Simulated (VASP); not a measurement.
# BaTe (Fm-3m) in VASP: further runs

BaTe is run at these levels: PBE; tasks: single point.

All numbers are computed with VASP 6.6.1; they aren't measurements. Logs are shortened: lines on timing, memory, paths and dates and some standing lists are left out, and cuts for length are marked.

**1. The cell of the first run**

The structure is cubic, space group Fm-3m (No. 225). The conventional cell has a = 7.065 Å, b = 7.065 Å, c = 7.065 Å, α = 90.00°, β = 90.00°, γ = 90.00°. Within 4.6 Å of Ba (site symmetry m-3m) lie 6 Te at 3.53 Å. Within 4.6 Å of Te (site symmetry m-3m) lie 6 Ba at 3.53 Å.

**2. Single point, PBE**

The input, INCAR:

```
SYSTEM = BaTe
  PREC = Accurate
  ENCUT = 520
  EDIFF = 1E-6
  ISMEAR = -1
  SIGMA = 0.02
  LREAL = .False.
  LASPH = .True.
  NELM = 80
  ALGO = Normal
  ISIF = 2
  LWAVE = .False.
  LCHARG = .False.
  GGA = PE
  NBANDS = 15
```

The input, KPOINTS:

```
regular mesh
0
Gamma
  6 6 6
  0 0 0
```

The input, POSCAR:

```
BaTe
1.0
    0.0000000000      3.5323868345      3.5323868345
    3.5323868345      0.0000000000      3.5323868345
    3.5323868345      3.5323868345      0.0000000000
Ba Te
1 1
Direct
    0.0000000000      0.0000000000      0.0000000000
    0.5000000000      0.5000000000      0.5000000000
```

Potentials or basis: VASP PAW PBE potentials, release 64 (Ba_sv, Te).

Started as:

```console
$ cat potpaw_PBE.64/Ba_sv/POTCAR potpaw_PBE.64/Te/POTCAR > POTCAR
$ mpirun -np 1 vasp_std > vasp.out
```

OUTCAR:

```text
SYSTEM = BaTe
   PREC = Accurate
   ENCUT = 520
   EDIFF = 1E-6
   ISMEAR = -1
   LREAL = .False.
   LASPH = .True.
   NELM = 80
   ISIF = 2
   GGA = PE

 ion  position               nearest neighbor table
   1  0.000  0.000  0.000-   2 3.53   2 3.53   2 3.53   2 3.53   2 3.53   2 3.53
   2  0.500  0.500  0.500-   1 3.53   1 3.53   1 3.53   1 3.53   1 3.53   1 3.53

  LATTYP: Found a face centered cubic cell.
 ALAT       =     7.0647736690

  Lattice vectors:

 A1 = (   0.0000000000,   3.5323868345,   3.5323868345)
 A2 = (   3.5323868345,   0.0000000000,   3.5323868345)
 A3 = (   3.5323868345,   3.5323868345,   0.0000000000)

Analysis of symmetry for initial positions (statically):
=====================================================================
 Subroutine PRICEL returns:
 Original cell was already a primitive cell.

 Routine SETGRP: Setting up the symmetry group for a
 face centered cubic supercell.

 Subroutine GETGRP returns: Found 48 space group operations
 (whereof 48 operations were pure point group operations)
 out of a pool of 48 trial point group operations.

The static configuration has the point symmetry O_h .

Analysis of symmetry for dynamics (positions and initial velocities):
=====================================================================
 Subroutine PRICEL returns:
 Original cell was already a primitive cell.

 Routine SETGRP: Setting up the symmetry group for a
 face centered cubic supercell.

 Subroutine GETGRP returns: Found 48 space group operations
 (whereof 48 operations were pure point group operations)
 out of a pool of 48 trial point group operations.

The dynamic configuration has the point symmetry O_h .

 Subroutine INISYM returns: Found 48 space group operations
 (whereof 48 operations are pure point group operations),
 and found     1 'primitive' translations

----------------------------------------------------------------------------------------

                                     Primitive cell

  volume of cell :      88.1525

  direct lattice vectors                    reciprocal lattice vectors
     0.000000000  3.532386835  3.532386835    -0.141547351  0.141547351  0.141547351
     3.532386835  0.000000000  3.532386835     0.141547351 -0.141547351  0.141547351
     3.532386835  3.532386835  0.000000000     0.141547351  0.141547351 -0.141547351

  length of vectors
     4.995549369  4.995549369  4.995549369     0.245167204  0.245167204  0.245167204

  position of ions in fractional coordinates (direct lattice)
     0.000000000  0.000000000  0.000000000
     0.500000000  0.500000000  0.500000000

  ion indices of the primitive-cell ions
   primitive index   ion index
                 1           1
                 2           2

----------------------------------------------------------------------------------------

 KPOINTS: regular mesh

Automatic generation of k-mesh.
 Grid dimensions read from file:
 generate k-points for:    6    6    6

 Generating k-lattice:

  Cartesian coordinates                     Fractional coordinates (reciprocal lattice)
    -0.023591225  0.023591225  0.023591225     0.166666667  0.000000000  0.000000000
     0.023591225 -0.023591225  0.023591225     0.000000000  0.166666667  0.000000000
     0.023591225  0.023591225 -0.023591225     0.000000000  0.000000000  0.166666667

  Length of vectors
     0.040861201  0.040861201  0.040861201

  Shift w.r.t. Gamma in fractional coordinates (k-lattice)
     0.000000000  0.000000000  0.000000000

 Subroutine IBZKPT returns following result:
 ===========================================

 Found     16 irreducible k-points:

 Following reciprocal coordinates:
            Coordinates               Weight
  0.000000  0.000000  0.000000      1.000000
  0.166667  0.000000  0.000000      8.000000
  0.333333  0.000000  0.000000      8.000000
  0.500000  0.000000  0.000000      4.000000
  0.166667  0.166667  0.000000      6.000000
  0.333333  0.166667  0.000000     24.000000
[... 8 lines left out ...]
 -0.333333  0.333333  0.166667     24.000000
 -0.333333  0.500000  0.166667     12.000000
   k-points           NKPTS =     16   k-points in BZ     NKDIM =     16   number of bands    NBANDS=     15
   number of dos      NEDOS =    301   number of ions     NIONS =      2
   total plane-waves  NPLWV =  64000
   dimension x,y,z NGX =    40 NGY =   40 NGZ =   40
   dimension x,y,z NGXF=    80 NGYF=   80 NGZF=   80
   ions per type =               1   1
   NGX,Y,Z   is equivalent  to a cutoff of  13.31, 13.31, 13.31 a.u.
   NGXF,Y,Z  is equivalent  to a cutoff of  26.62, 26.62, 26.62 a.u.
 SYSTEM =  BaTe
   PREC   = accura    normal or accurate (medium, high low for compatibility)
   ISTART =      0    job   : 0-new  1-cont  2-samecut
   ICHARG =      2    charge: 1-file 2-atom 10-const
   ISPIN  =      1    spin polarized calculation?
   LNONCOLLINEAR =      F non collinear calculations
   LSORBIT =      F    spin-orbit coupling
   LASPH  =      T    aspherical Exc in radial PAW
   ENCUT  =  520.0 eV  38.22 Ry    6.18 a.u.   9.29  9.29  9.29*2*pi/ulx,y,z
   NELM   =     80;   NELMIN=  2; NELMDL= -5     # of ELM steps
   EDIFF  = 0.1E-05   stopping-criterion for ELM
   LREAL  =      F    real-space projection
   EDIFFG = 0.1E-04   stopping-criterion for IOM
   NSW    =      0    number of steps for IOM
   IBRION =     -1    ionic relax: 0-MD 1-quasi-New 2-CG
   NFREE  =      0    steps in history (QN), initial steepest desc. (CG)
   ISIF   =      2    stress and relaxation
   ISYM   =      2    0-nonsym 1-usesym 2-fastsym
   POTIM  = 0.5000    time-step for ionic-motion
   TEBEG  =    0.0;   TEEND  =   0.0 temperature during run
   PSTRESS=    0.0 pullay stress
   NELECT =      16.0000    total number of electrons
   NUPDOWN=      -1.0000    fix difference up-down
   EMIN   =  10.00;   EMAX   =-10.00  energy-range for DOS
   EFERMI =   0.00;   METHOD = LEGACY
   ISMEAR =    -1;   SIGMA  =   0.02  broadening in eV -4-tet -1-fermi 0-gaus
   EFERMI_NEDOS =   21; number of points for ismear=-14 and -15
   IALGO  =     38    algorithm
   IMIX   =      4    mixing-type and parameters
     AMIX     =   0.40;   BMIX     =  1.00
     AMIX_MAG =   1.60;   BMIX_MAG =  1.00
  volume/ion in A,a.u.               =      44.08       297.44
  Fermi-wavevector in a.u.,A,eV,Ry     =   0.926908  1.751602 11.689557  0.859158
  Thomas-Fermi vector in A             =   2.052921
   LORBIT       =      0    0 simple, 1 ext, 2 COOP (PROOUT), +10 PAW based schemes
   GGA     = PE    functional components
[... 5 lines left out ...]
 non-spin polarized calculation
  energy-cutoff  :      520.00
  volume of cell :       88.15
 maximum number of plane-waves:      2421
 NGX is ok and might be reduce to    40
   NGX = 19   NGY = 19   NGZ = 19

 number of electron      16.0000000 magnetization

 Free energy of the ion-electron system (eV)
  ---------------------------------------------------
  ext. energy  EPLUGINS =         0.00000000
  ---------------------------------------------------
  free energy    TOTEN  =        -8.62822725 eV

  energy without entropy =       -8.62822725  energy(sigma->0) =       -8.62822725

 E-fermi :   2.4980     XC(G=0):  -8.1357

 val. band max:        2.1058022645   @ k =   0.0000   0.0000   0.0000
 cond. band min:       3.6833425226   @ k =   0.5000   0.5000   0.0000
 fundamental gap:      1.5775402581
 Fermi energy:         2.4979903677

 k-point     1 :       0.0000    0.0000    0.0000
  band No.  band energies     occupation
      1     -24.9875      2.00000
      2     -10.1323      2.00000
      3     -10.1323      2.00000
      4     -10.1323      2.00000
      5      -7.3751      2.00000
      6       2.1058      2.00000
      7       2.1058      2.00000
      8       2.1058      2.00000
      9       4.9099      0.00000
     10       5.0472      0.00000
     11       5.0472      0.00000
     12       5.0472      0.00000
     13       5.6352      0.00000
     14       5.6352      0.00000
     15       9.0889      0.00000

 k-point     2 :       0.1667    0.0000    0.0000
  band No.  band energies     occupation
      1     -24.9847      2.00000
      2     -10.2356      2.00000
      3     -10.1350      2.00000
      4     -10.1350      2.00000
      5      -7.2037      2.00000
      6       1.3284      2.00000
      7       1.7483      2.00000
      8       1.7483      2.00000
      9       5.0750      0.00000
     10       5.3727      0.00000
     11       5.3727      0.00000
     12       5.9842      0.00000
     13       6.3611      0.00000
     14       6.3611      0.00000
     15       9.8796      0.00000

 k-point     3 :       0.3333    0.0000    0.0000
  band No.  band energies     occupation
      1     -24.9791      2.00000
      2     -10.4168      2.00000
      3     -10.1405      2.00000
      4     -10.1405      2.00000
      5      -6.8758      2.00000
      6       0.3350      2.00000
      7       1.2346      2.00000
      8       1.2346      2.00000
      9       5.4948      0.00000
     10       6.2049      0.00000
     11       6.2049      0.00000
     12       7.3286      0.00000
     13       7.9405      0.00000
     14       7.9405      0.00000
     15      10.0364      0.00000
[... 199 lines left out ...]
 k-point    15 :      -0.3333    0.3333    0.1667
  band No.  band energies     occupation
      1     -24.9735      2.00000
      2     -10.3656      2.00000
      3     -10.2331      2.00000
      4     -10.1894      2.00000
      5      -6.9275      2.00000
      6       0.5758      2.00000
      7       1.1421      2.00000
      8       1.1842      2.00000
      9       5.6766      0.00000
     10       5.7897      0.00000
     11       7.3507      0.00000
     12       7.3509      0.00000
     13       7.5303      0.00000
     14       9.2282      0.00000
     15      10.0067      0.00000

 k-point    16 :      -0.3333    0.5000    0.1667
  band No.  band energies     occupation
      1     -24.9725      2.00000
      2     -10.2899      2.00000
      3     -10.2489      2.00000
      4     -10.2345      2.00000
      5      -7.0432      2.00000
      6       1.0567      2.00000
      7       1.0587      2.00000
      8       1.3679      2.00000
      9       4.6813      0.00000
     10       6.6040      0.00000
     11       6.7271      0.00000
     12       7.2837      0.00000
     13       7.7578      0.00000
     14       8.4509      0.00000
     15      10.0693      0.00000

------------------------ aborting loop because EDIFF is reached ----------------------------------------

  FORCE on cell =-STRESS in cart. coord.  units (eV):
  Direction    XX          YY          ZZ          XY          YZ          ZX
  --------------------------------------------------------------------------------------
  -------------------------------------------------------------------------------------
  Total        0.1657308      0.1657308      0.1657308     -0.0000000      0.0000000      0.0000000
  in kB        3.0121666      3.0121666      3.0121666     -0.0000000      0.0000000      0.0000000
  external PRESSURE =       3.0121666 kB  Pullay stress =       0.0000000 kB

 VOLUME and BASIS-vectors are now :
 -----------------------------------------------------------------------------
  energy-cutoff  :      520.00
  volume of cell :       88.15
      direct lattice vectors                 reciprocal lattice vectors
     0.000000000  3.532386835  3.532386835    -0.141547351  0.141547351  0.141547351
     3.532386835  0.000000000  3.532386835     0.141547351 -0.141547351  0.141547351
     3.532386835  3.532386835  0.000000000     0.141547351  0.141547351 -0.141547351

 POSITION                                       TOTAL-FORCE (eV/Angst)
 -----------------------------------------------------------------------------------
      0.00000      0.00000      0.00000         0.000000      0.000000      0.000000
      3.53239      3.53239      3.53239        -0.000000     -0.000000      0.000000
 -----------------------------------------------------------------------------------
    total drift:                                0.000000     -0.000000     -0.000000

  FREE ENERGIE OF THE ION-ELECTRON SYSTEM (eV)
  ---------------------------------------------------
  free  energy   TOTEN  =        -8.6282272485 eV

  energy  without entropy=       -8.6282272485  energy(sigma->0) =       -8.62822725
```

It took 48 s on 1 thread of AMD EPYC 7R13, shared host; peak memory 0.2 GiB.

Results:

* Free energy: -8.6282 eV
* Pressure: 0.3 GPa
* Band gap on the k mesh: 1.58 eV (least direct gap 1.96 eV)

Caveat: spin-orbit coupling is left out, which moves the levels of the heavy elements. A k mesh can miss the band edges.

**3. Single point, PBE (strain -1.0%)**

The input, INCAR:

```
SYSTEM = BaTe
PREC     = Accurate       ! precision mode
ENCUT    = 520            ! plane-wave cutoff, eV
EDIFF    = 1E-6           ! SCF threshold, eV
ISMEAR   = -1             ! smearing method
SIGMA    = 0.02           ! smearing width, eV
LREAL    = .False.        ! projectors in reciprocal space
LASPH    = .True.         ! aspherical terms in the spheres
NELM     = 100            ! most SCF steps
ALGO     = Normal         ! electronic algorithm
ISIF     = 2              ! what is computed and relaxed
LWAVE    = .False.        ! write WAVECAR
LCHARG   = .False.        ! write CHGCAR
GGA      = PE             ! functional
NBANDS   = 15             ! bands
```

The input, KPOINTS:

```
Automatic mesh
0
Gamma
  6 6 6
  0 0 0
```

The input, POSCAR:

```
BaTe
1.0
    0.0000000000      3.4970629662      3.4970629662
    3.4970629662      0.0000000000      3.4970629662
    3.4970629662      3.4970629662      0.0000000000
Ba Te
1 1
Direct
    0.0000000000      0.0000000000      0.0000000000
    0.5000000000      0.5000000000      0.5000000000
```

Potentials or basis: VASP PAW PBE potentials, release 64 (Ba_sv, Te).

Started as:

```console
$ cat potpaw_PBE.64/Ba_sv/POTCAR potpaw_PBE.64/Te/POTCAR > POTCAR
$ mpirun -np 1 vasp_std > vasp.out
```

It took 42 s on 1 thread of AMD EPYC 7R13, shared host; peak memory 0.21 GiB.

Results (log left out):

```yaml
Free_energy: -8.6156 eV
Pressure: 1.3 GPa
Band_gap_on_the_k_mesh: 1.51 eV (least direct gap 1.90 eV)
```

Levels at points of the mesh, in eV from the valence-band top:
```
           k point  band 5  band 6  band 7  band 8  band 9  band 10  band 11  band 12
(0.00, 0.00, 0.00)   -9.55    0.00    0.00    0.00    2.92     2.92     2.92     2.92
(0.50, 0.00, 0.00)   -8.81   -2.24   -1.13   -1.13    4.20     4.76     4.89     4.89
(0.50, 0.50, 0.00)   -9.34   -1.14   -0.38   -0.38    1.51     4.43     4.66     5.60
```

Caveat: the cell differs from its parent crystal (strain -1.0%); spin-orbit coupling is left out, which moves the levels of the heavy elements.
